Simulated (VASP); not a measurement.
# YP (Pm-3m) in VASP: notebook

The runs below take YP through single point, with LDA.

Everything below comes from runs of VASP 6.6.1. Logs are shortened: lines on timing, memory, paths and dates and some standing lists are left out, and cuts for length are marked.

**1. The cell of the first run**

The structure is cubic, space group Pm-3m (No. 221). The conventional cell has a = 3.405 Å, b = 3.405 Å, c = 3.405 Å, α = 90.00°, β = 90.00°, γ = 90.00°. Y (site symmetry m-3m) has 8 P at 2.95 Å and 6 Y at 3.40 Å within 3.9 Å. P (site symmetry m-3m) has 8 Y at 2.95 Å and 6 P at 3.40 Å within 3.9 Å.

**2. Single point, LDA**

The input, INCAR:

```
SYSTEM = YP
ALGO = Normal
EDIFF = 1E-6
ENCUT = 500
GGA_COMPAT = .False.
ISIF = 2
ISMEAR = 0
LASPH = .True.
LCHARG = .True.
LELF = .True.
LREAL = .False.
LVHAR = .True.
LWAVE = .False.
NBANDS = 15
NELM = 120
PREC = Accurate
SIGMA = 0.05
```

The input, KPOINTS:

```
k-points
0
Gamma
  6 6 6
  0 0 0
```

The input, POSCAR:

```
YP
1.0
    3.4049847439      0.0000000000      0.0000000000
    0.0000000000      3.4049847439      0.0000000000
    0.0000000000      0.0000000000      3.4049847439
Y P
1 1
Direct
    0.0000000000      0.0000000000      0.0000000000
    0.5000000000      0.5000000000      0.5000000000
```

Potentials or basis: VASP PAW LDA potentials, release 64 (Y_sv, P).

Command:

```console
$ cat potpaw_LDA.64/Y_sv/POTCAR potpaw_LDA.64/P/POTCAR > POTCAR
$ mpirun -np 1 vasp_std > vasp.out
```

OUTCAR:

```text
SYSTEM = YP
   EDIFF = 1E-6
   ENCUT = 500
   ISIF = 2
   ISMEAR = 0
   LASPH = .True.
   LREAL = .False.
   NELM = 120
   PREC = Accurate

 ion  position               nearest neighbor table
   1  0.000  0.000  0.000-   2 2.95   2 2.95   2 2.95   2 2.95   2 2.95   2 2.95   2 2.95   2 2.95

   2  0.500  0.500  0.500-   1 2.95   1 2.95   1 2.95   1 2.95   1 2.95   1 2.95   1 2.95   1 2.95

  LATTYP: Found a simple cubic cell.
 ALAT       =     3.4049847439

  Lattice vectors:

 A1 = (   3.4049847439,   0.0000000000,   0.0000000000)
 A2 = (   0.0000000000,   3.4049847439,   0.0000000000)
 A3 = (   0.0000000000,   0.0000000000,   3.4049847439)

Analysis of symmetry for initial positions (statically):
=====================================================================
 Subroutine PRICEL returns:
 Original cell was already a primitive cell.

 Routine SETGRP: Setting up the symmetry group for a
 simple cubic supercell.

 Subroutine GETGRP returns: Found 48 space group operations
 (whereof 48 operations were pure point group operations)
 out of a pool of 48 trial point group operations.

The static configuration has the point symmetry O_h .

Analysis of symmetry for dynamics (positions and initial velocities):
=====================================================================
 Subroutine PRICEL returns:
 Original cell was already a primitive cell.

 Routine SETGRP: Setting up the symmetry group for a
 simple cubic supercell.

 Subroutine GETGRP returns: Found 48 space group operations
 (whereof 48 operations were pure point group operations)
 out of a pool of 48 trial point group operations.

The dynamic configuration has the point symmetry O_h .

 Subroutine INISYM returns: Found 48 space group operations
 (whereof 48 operations are pure point group operations),
 and found     1 'primitive' translations

----------------------------------------------------------------------------------------

                                     Primitive cell

  volume of cell :      39.4771

  direct lattice vectors                    reciprocal lattice vectors
     3.404984744  0.000000000  0.000000000     0.293687072  0.000000000  0.000000000
     0.000000000  3.404984744  0.000000000     0.000000000  0.293687072  0.000000000
     0.000000000  0.000000000  3.404984744     0.000000000  0.000000000  0.293687072

  length of vectors
     3.404984744  3.404984744  3.404984744     0.293687072  0.293687072  0.293687072

  position of ions in fractional coordinates (direct lattice)
     0.000000000  0.000000000  0.000000000
     0.500000000  0.500000000  0.500000000

  ion indices of the primitive-cell ions
   primitive index   ion index
                 1           1
                 2           2

----------------------------------------------------------------------------------------

 KPOINTS: k-points

Automatic generation of k-mesh.
 Grid dimensions read from file:
 generate k-points for:    6    6    6

 Generating k-lattice:

  Cartesian coordinates                     Fractional coordinates (reciprocal lattice)
     0.048947845  0.000000000  0.000000000     0.166666667  0.000000000  0.000000000
     0.000000000  0.048947845  0.000000000     0.000000000  0.166666667  0.000000000
     0.000000000  0.000000000  0.048947845     0.000000000  0.000000000  0.166666667

  Length of vectors
     0.048947845  0.048947845  0.048947845

  Shift w.r.t. Gamma in fractional coordinates (k-lattice)
     0.000000000  0.000000000  0.000000000

 Subroutine IBZKPT returns following result:
 ===========================================

 Found     20 irreducible k-points:

 Following reciprocal coordinates:
            Coordinates               Weight
  0.000000  0.000000  0.000000      1.000000
  0.166667  0.000000  0.000000      6.000000
  0.333333  0.000000  0.000000      6.000000
  0.500000  0.000000  0.000000      3.000000
  0.166667  0.166667  0.000000     12.000000
  0.333333  0.166667  0.000000     24.000000
[... 12 lines left out ...]
  0.500000  0.500000  0.333333      6.000000
  0.500000  0.500000  0.500000      1.000000
   k-points           NKPTS =     20   k-points in BZ     NKDIM =     20   number of bands    NBANDS=     15
   number of dos      NEDOS =    301   number of ions     NIONS =      2
   total plane-waves  NPLWV =  21952
   dimension x,y,z NGX =    28 NGY =   28 NGZ =   28
   dimension x,y,z NGXF=    56 NGYF=   56 NGZF=   56
   ions per type =               1   1
   NGX,Y,Z   is equivalent  to a cutoff of  13.67, 13.67, 13.67 a.u.
   NGXF,Y,Z  is equivalent  to a cutoff of  27.34, 27.34, 27.34 a.u.
 SYSTEM =  YP
   PREC   = accura    normal or accurate (medium, high low for compatibility)
   ISTART =      0    job   : 0-new  1-cont  2-samecut
   ICHARG =      2    charge: 1-file 2-atom 10-const
   ISPIN  =      1    spin polarized calculation?
   LNONCOLLINEAR =      F non collinear calculations
   LSORBIT =      F    spin-orbit coupling
[... 31 lines left out ...]
   IVDW    =     0    specifies the selected vdW correction
   LEPSILON=     F    determine dielectric tensor
   LRPA    =     F    only Hartree local field effects (RPA)
 non-spin polarized calculation
 Gauss-broadening in eV      SIGMA  =   0.05
  energy-cutoff  :      500.00
  volume of cell :       39.48
 maximum number of plane-waves:      1024
 NGX is ok and might be reduce to    28
   NGX = 13   NGY = 13   NGZ = 13

 number of electron      16.0000001 magnetization

 Free energy of the ion-electron system (eV)
  ---------------------------------------------------
  ext. energy  EPLUGINS =         0.00000000
  ---------------------------------------------------
  free energy    TOTEN  =       -15.30405671 eV

  energy without entropy =      -15.30242931  energy(sigma->0) =      -15.30324301

 E-fermi :   6.1232     XC(G=0): -11.0350

 val. band max:        6.0692757779   @ k =   0.3333   0.3333   0.0000
 cond. band min:       6.1672952854   @ k =   0.5000   0.3333   0.0000
 fundamental gap:      0.0980195075
 Fermi energy:         6.1231506398

 k-point     1 :       0.0000    0.0000    0.0000
  band No.  band energies     occupation
      1     -36.2872      2.00000
      2     -16.2133      2.00000
      3     -16.2133      2.00000
      4     -16.2133      2.00000
      5      -5.2965      2.00000
      6       5.0343      2.00000
      7       5.0343      2.00000
      8       6.4264      0.00000
      9       6.4264      0.00000
     10       6.4264      0.00000
     11      10.2786      0.00000
     12      10.2786      0.00000
     13      10.2786      0.00000
     14      10.7857      0.00000
     15      16.1373      0.00000

 k-point     2 :       0.1667    0.0000    0.0000
  band No.  band energies     occupation
      1     -36.2758      2.00000
      2     -16.3686      2.00000
      3     -16.1991      2.00000
      4     -16.1991      2.00000
      5      -4.9359      2.00000
      6       3.7613      2.00000
      7       5.2678      2.00000
      8       6.0351      1.98724
      9       6.0351      1.98724
     10       7.1157      0.00000
     11      10.4159      0.00000
     12      10.7471      0.00000
     13      10.7471      0.00000
     14      11.9896      0.00000
     15      14.4920      0.00000

 k-point     3 :       0.3333    0.0000    0.0000
  band No.  band energies     occupation
      1     -36.2527      2.00000
      2     -16.6635      2.00000
      3     -16.1704      2.00000
      4     -16.1704      2.00000
      5      -4.0541      2.00000
      6       1.6578      2.00000
      7       5.3912      2.00000
      8       5.3912      2.00000
      9       5.8466      2.00000
     10       9.2539      0.00000
     11      10.7217      0.00000
     12      11.8678      0.00000
     13      11.8678      0.00000
     14      12.3141      0.00000
     15      13.1882      0.00000
[... 271 lines left out ...]
 k-point    19 :       0.5000    0.5000    0.3333
  band No.  band energies     occupation
      1     -36.1658      2.00000
      2     -16.6156      2.00000
      3     -16.6156      2.00000
      4     -16.4752      2.00000
      5      -2.4310      2.00000
      6       1.9007      2.00000
      7       1.9007      2.00000
      8       2.7522      2.00000
      9       8.3845      0.00000
     10       9.8052      0.00000
     11       9.8052      0.00000
     12      12.4616      0.00000
     13      13.3338      0.00000
     14      13.4827      0.00000
     15      14.7288      0.00000

 k-point    20 :       0.5000    0.5000    0.5000
  band No.  band energies     occupation
      1     -36.1552      2.00000
      2     -16.5931      2.00000
      3     -16.5931      2.00000
      4     -16.5931      2.00000
      5      -1.8575      2.00000
      6       1.5906      2.00000
      7       1.5906      2.00000
      8       1.5906      2.00000
      9      10.5084      0.00000
     10      10.5084      0.00000
     11      10.5084      0.00000
     12      12.5055      0.00000
     13      12.5055      0.00000
     14      13.8809      0.00000
     15      13.8809      0.00000

------------------------ aborting loop because EDIFF is reached ----------------------------------------

  FORCE on cell =-STRESS in cart. coord.  units (eV):
  Direction    XX          YY          ZZ          XY          YZ          ZX
  --------------------------------------------------------------------------------------
  -------------------------------------------------------------------------------------
  Total       -0.0039786     -0.0039786     -0.0039786     -0.0000000     -0.0000000     -0.0000000
  in kB       -0.1614726     -0.1614726     -0.1614726     -0.0000000     -0.0000000     -0.0000000
  external PRESSURE =      -0.1614726 kB  Pullay stress =       0.0000000 kB

 VOLUME and BASIS-vectors are now :
 -----------------------------------------------------------------------------
  energy-cutoff  :      500.00
  volume of cell :       39.48
      direct lattice vectors                 reciprocal lattice vectors
     3.404984744  0.000000000  0.000000000     0.293687072  0.000000000  0.000000000
     0.000000000  3.404984744  0.000000000     0.000000000  0.293687072  0.000000000
     0.000000000  0.000000000  3.404984744     0.000000000  0.000000000  0.293687072

 POSITION                                       TOTAL-FORCE (eV/Angst)
 -----------------------------------------------------------------------------------
      0.00000      0.00000      0.00000         0.000000      0.000000      0.000000
      1.70249      1.70249      1.70249         0.000000      0.000000      0.000000
 -----------------------------------------------------------------------------------
    total drift:                               -0.000000      0.000000      0.000000

  FREE ENERGIE OF THE ION-ELECTRON SYSTEM (eV)
  ---------------------------------------------------
  free  energy   TOTEN  =       -15.3040567101 eV

  energy  without entropy=      -15.3024293117  energy(sigma->0) =      -15.30324301
```

Wall time 19 s (1 thread of AMD EPYC 7R43 (Zen 3), shared host); peak memory 0.12 GiB.

Results:

* Free energy: -15.3041 eV
* Pressure: 0.0 GPa
* Band gap on the k mesh: zero (bands 8 and 9 overlap by 0.58 eV)

Levels at points of the mesh, in eV from the Fermi level:
```csv
k point,band 4,band 5,band 6,band 7,band 8,band 9,band 10,band 11,band 12,band 13
"(0.00, 0.00, 0.00)",-22.34,-11.42,-1.09,-1.09,0.30,0.30,0.30,4.16,4.16,4.16
"(0.50, 0.00, 0.00)",-22.28,-9.56,-5.54,-1.01,-1.01,0.11,4.77,5.22,5.38,6.63
"(0.50, 0.50, 0.00)",-22.23,-9.56,-3.05,-3.05,-0.78,1.31,1.99,1.99,3.17,6.21
"(0.50, 0.50, 0.50)",-22.72,-7.98,-4.53,-4.53,-4.53,4.39,4.39,4.39,6.38,6.38
```

**3. Single point, LDA**

This run uses another cell than the first one, of 20.63 Å³/atom.

The input, INCAR:

```
SYSTEM = YP
PREC = Accurate
ENCUT = 500
EDIFF = 1E-6
ISMEAR = 0
SIGMA = 0.05
LREAL = .FALSE.
LASPH = .TRUE.
NELM = 120
ALGO = Normal
ISIF = 2
LWAVE = .FALSE.
LCHARG = .TRUE.
GGA = CA
LELF = .TRUE.
LVHAR = .TRUE.
NBANDS = 15
GGA_COMPAT = .FALSE.
```

The input, KPOINTS:

```
regular mesh
0
G
  6 6 6
  0 0 0
```

The input, POSCAR:

```
YP
1.0
    3.4554413611      0.0000000000      0.0000000000
    0.0000000000      3.4554413611      0.0000000000
    0.0000000000      0.0000000000      3.4554413611
Y P
1 1
Direct
    0.0000000000      0.0000000000      0.0000000000
    0.5000000000      0.5000000000      0.5000000000
```

Potentials or basis: VASP PAW LDA potentials, release 64 (Y_sv, P).

Command:

```console
$ cat potpaw_LDA.64/Y_sv/POTCAR potpaw_LDA.64/P/POTCAR > POTCAR
$ mpirun -np 1 vasp_std > vasp.out
```

It took 22 s on 1 thread of AMD EPYC 7R43 (Zen 3), shared host; peak memory 0.12 GiB.

The run converged. Its results:

```
Free energy            : -15.2811 eV
Pressure               : -4.1 GPa
Band gap on the k mesh : zero (bands 8 and 9 overlap by 0.45 eV)
```

Levels at points of the mesh, in eV from the Fermi level:
| k point | band 4 | band 5 | band 6 | band 7 | band 8 | band 9 | band 10 | band 11 | band 12 | band 13 |
| --- | --- | --- | --- | --- | --- | --- | --- | --- | --- | --- |
| (0.00, 0.00, 0.00) | -22.47 | -11.22 | -0.97 | -0.97 | 0.24 | 0.24 | 0.24 | 4.00 | 4.00 | 4.00 |
| (0.50, 0.00, 0.00) | -22.42 | -9.51 | -5.38 | -0.97 | -0.97 | 0.15 | 4.56 | 5.12 | 5.28 | 6.28 |
| (0.50, 0.50, 0.00) | -22.38 | -9.44 | -3.00 | -3.00 | -0.75 | 1.23 | 1.97 | 1.97 | 2.96 | 5.91 |
| (0.50, 0.50, 0.50) | -22.80 | -8.00 | -4.33 | -4.33 | -4.33 | 4.19 | 4.19 | 4.19 | 6.07 | 6.07 |

Caveat: the cell stands under tension.

**4. Single point, LDA**

This run uses another cell than the first one, of 19.93 Å³/atom.

Changes to INCAR since step 3:

```diff
@@ -12,6 +12,3 @@
 LWAVE = .FALSE.
-LCHARG = .TRUE.
-GGA = CA
-LELF = .TRUE.
-LVHAR = .TRUE.
+LCHARG = .FALSE.
 NBANDS = 15
```

The input, KPOINTS:

```
Automatic mesh
0
G
  6 6 6
  0 0 0
```

The input, POSCAR:

```
YP
1.0
    3.4157385961      0.0000000000      0.0000000000
    0.0000000000      3.4157385961      0.0000000000
    0.0000000000      0.0000000000      3.4157385961
Y P
1 1
Direct
    0.0000000000      0.0000000000      0.0000000000
    0.5000000000      0.5000000000      0.5000000000
```

Command:

```console
$ cat potpaw_LDA.64/Y_sv/POTCAR potpaw_LDA.64/P/POTCAR > POTCAR
$ mpirun -np 1 vasp_std > vasp.out
```

Run time: 21 s. Hardware: 1 thread of AMD EPYC 7R43 (Zen 3), shared host; peak memory 0.12 GiB.

It converged, with:

* Free energy: -15.3031 eV
* Pressure: -1.0 GPa
* Band gap on the k mesh: zero (bands 8 and 9 overlap by 0.55 eV)

Levels at points of the mesh, in eV from the Fermi level:
| k point | band 6 | band 7 | band 8 | band 9 | band 10 | band 11 |
| --- | --- | --- | --- | --- | --- | --- |
| (0.00, 0.00, 0.00) | -1.06 | -1.06 | 0.29 | 0.29 | 0.29 | 4.12 |
| (0.50, 0.00, 0.00) | -5.51 | -1.00 | -1.00 | 0.12 | 4.73 | 5.24 |
| (0.50, 0.50, 0.00) | -3.04 | -3.04 | -0.78 | 1.29 | 1.99 | 1.99 |
| (0.50, 0.50, 0.50) | -4.49 | -4.49 | -4.49 | 4.34 | 4.34 | 4.34 |

**5. Single point, LDA (18.71 Å³/atom)**

This run uses another cell than the first one, of 18.71 Å³/atom.

The input, INCAR:

```
  PREC = Accurate
  ENCUT = 500
  EDIFF = 1E-6
  ISMEAR = -1
  SIGMA = 0.15
  LREAL = False
  LASPH = True
  NELM = 120
  ALGO = Normal
  ISIF = 2
  LWAVE = False
  LCHARG = False
  NBANDS = 15
  GGA_COMPAT = False
```

The input, KPOINTS:

```
Automatic mesh
0
Gamma
  12 12 12
```

The input, POSCAR:

```
YP
1.0
    3.3449000000      0.0000000000      0.0000000000
    0.0000000000      3.3449000000      0.0000000000
    0.0000000000      0.0000000000      3.3449000000
Y P
1 1
Direct
    0.0000000000      0.0000000000      0.0000000000
    0.5000000000      0.5000000000      0.5000000000
```

Command:

```console
$ cat potpaw_LDA.64/Y_sv/POTCAR potpaw_LDA.64/P/POTCAR > POTCAR
$ mpirun -np 1 vasp_std > vasp.out
```

It took 38 s on 1 thread of AMD EPYC 7R43 (Zen 3), shared host; peak memory 0.14 GiB.

Results (log left out):

| Item | Value |
| --- | --- |
| Free energy | -15.3361 eV |
| Pressure | 5.5 GPa |
| Band gap on the k mesh | zero (bands 8 and 9 overlap by 0.79 eV) |

Levels at points of the mesh, in eV from the Fermi level:
| k point | band 5 | band 6 | band 7 | band 8 | band 9 | band 10 | band 11 | band 12 |
| --- | --- | --- | --- | --- | --- | --- | --- | --- |
| (0.00, 0.00, 0.00) | -11.65 | -1.15 | -1.15 | 0.39 | 0.39 | 0.39 | 4.46 | 4.46 |
| (0.50, 0.00, 0.00) | -9.60 | -5.70 | -1.03 | -1.03 | 0.16 | 5.15 | 5.19 | 5.81 |
| (0.50, 0.50, 0.00) | -9.73 | -3.08 | -3.08 | -0.74 | 1.40 | 2.11 | 2.11 | 3.49 |
| (0.50, 0.50, 0.50) | -7.98 | -4.76 | -4.76 | -4.76 | 4.71 | 4.71 | 4.71 | 6.91 |

Caveat: the cell stands under pressure.

**6. Single point, LDA (19.74 Å³/atom)**

The input, INCAR:

```
SYSTEM = YP
PREC = Accurate
ENCUT = 500
EDIFF = 1E-6
ISMEAR = -1
SIGMA = 0.15
LREAL = .FALSE.
LASPH = .TRUE.
NELM = 120
ALGO = Normal
ISIF = 2
LWAVE = .FALSE.
LCHARG = .FALSE.
NBANDS = 15
GGA_COMPAT = .FALSE.
```

The input, KPOINTS:

```
Automatic mesh
0
G
  12 12 12
  0 0 0
```

The input, POSCAR:

```
YP
1.0
    3.4050000000      0.0000000000      0.0000000000
    0.0000000000      3.4050000000      0.0000000000
    0.0000000000      0.0000000000      3.4050000000
Y P
1 1
Direct
    0.0000000000      0.0000000000      0.0000000000
    0.5000000000      0.5000000000      0.5000000000
```

Potentials or basis: VASP PAW LDA potentials, release 64 (Y_sv, P).

Command:

```console
$ cat potpaw_LDA.64/Y_sv/POTCAR potpaw_LDA.64/P/POTCAR > POTCAR
$ mpirun -np 1 vasp_std > vasp.out
```

Run time: 67 s. Hardware: 1 thread of AMD EPYC 7R43 (Zen 3), shared host; peak memory 0.16 GiB.

Results (log left out):

* Free energy: -15.3679 eV
* Pressure: -0.3 GPa
* Band gap on the k mesh: zero (bands 8 and 9 overlap by 0.71 eV)

Levels at points of the mesh, in eV from the Fermi level:
| k point | band 5 | band 6 | band 7 | band 8 | band 9 | band 10 | band 11 | band 12 |
| --- | --- | --- | --- | --- | --- | --- | --- | --- |
| (0.00, 0.00, 0.00) | -11.41 | -1.01 | -1.01 | 0.31 | 0.31 | 0.31 | 4.25 | 4.25 |
| (0.50, 0.00, 0.00) | -9.56 | -5.51 | -0.98 | -0.98 | 0.21 | 4.88 | 5.26 | 5.47 |
| (0.50, 0.50, 0.00) | -9.56 | -3.03 | -3.03 | -0.70 | 1.30 | 2.08 | 2.08 | 3.23 |
| (0.50, 0.50, 0.50) | -8.00 | -4.50 | -4.50 | -4.50 | 4.44 | 4.44 | 4.44 | 6.50 |

**7. The runs side by side**

| cell | k mesh | smearing | gap on the mesh (eV) | pressure (GPa) |
| --- | --- | --- | --- | --- |
| a = 3.405 Å, 2 atoms | 6 × 6 × 6 | gaussian 0.05 eV | none | 0.0 |
| a = 3.455 Å, 2 atoms | 6 × 6 × 6 | gaussian 0.05 eV | none | -4.1 |
| a = 3.416 Å, 2 atoms | 6 × 6 × 6 | gaussian 0.05 eV | none | -1.0 |
| a = 3.345 Å, 2 atoms | 12 × 12 × 12 | fermi-dirac 0.15 eV | none | 5.5 |
| a = 3.405 Å, 2 atoms | 12 × 12 × 12 | fermi-dirac 0.15 eV | none | -0.3 |

Alike in all rows: task single point; level LDA; potentials or basis VASP PAW LDA potentials, release 64 (Y_sv, P); no spin polarisation; cutoff (eV) 500.

Caveats: the cell stands under tension (at least some runs); the cell stands under pressure (at least some runs).

Total energies depend on the potentials used, so only differences within one code and one set of settings carry meaning.
